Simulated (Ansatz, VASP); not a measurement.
## SrO in VASP and in Ansatz

```
CELL_PARAMETERS angstrom
0.03855 2.56980 2.56980
2.60835 0.00000 2.60835
2.56980 2.56980 0.03855
ATOMIC_POSITIONS crystal
Sr 0.00000 0.00000 0.00000
O 0.50000 0.50000 0.50000
```

Change from the starting cell: strain +0.0300 x Voigt [0, 0, 0, 0, 1, 0], atoms carried along.

Alike in both runs: task single point; functional PBE; k mesh 8 × 8 × 8; occupations gaussian, width 0.05 eV; no spin polarisation.

|  | VASP | Ansatz |
| --- | --- | --- |
| version | VASP 6.6.1 | Ansatz 0.2.0 |
| potentials or method | VASP PAW PBE potentials, release 64 (Sr_sv, O), cutoff 520 eV | scalar-relativistic, plane waves, PAW |
| valence electrons in the cell | 16 | 16 |

|  | VASP | Ansatz | Ansatz less VASP |
| --- | --- | --- | --- |
| gap on the k mesh at the Fermi level (eV) | 3.23 | 3.27 | +0.049 |
| least direct gap on the mesh (eV) | 3.31 | 3.35 | +0.039 |
| pressure (GPa) | 3.5 | 2.9 | -0.59 |
| traceless stress, the component that is largest in VASP (GPa) | -1.62 | -1.62 | -0.001 |

With one functional, cell and mesh, what is left measures potentials, basis and numerics.
